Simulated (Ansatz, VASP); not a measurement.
## Mo: VASP beside Ansatz

```xyz
1
Lattice="-1.6016 1.6016 1.6016 1.6016 -1.6016 1.6016 1.6016 1.6016 -1.6016" Properties=species:S:1:pos:R:3 pbc="T T T"
Mo    0.0000    0.0000    0.0000
```

Alike in both runs: task single point; functional BLYP; k mesh 23 × 23 × 23; occupations fermi-dirac, width 0.1 eV; no spin polarisation.

```csv
,VASP,Ansatz
version,VASP 6.6.1,Ansatz 0.2.0
potentials or method,"VASP PAW PBE potentials, release 64 (Mo_sv), cutoff 520 eV","plane waves (420 eV) with PAW, scalar-relativistic"
valence electrons in the cell,14,14
```

Ansatz gave:

| Property | Result |
| --- | --- |
| pressure (GPa) | -0.3 |

**Question.** Estimate VASP's values.

**Answer.** Pressure (GPa): 0.6.

VASP's potentials were made for PBE, not for BLYP.
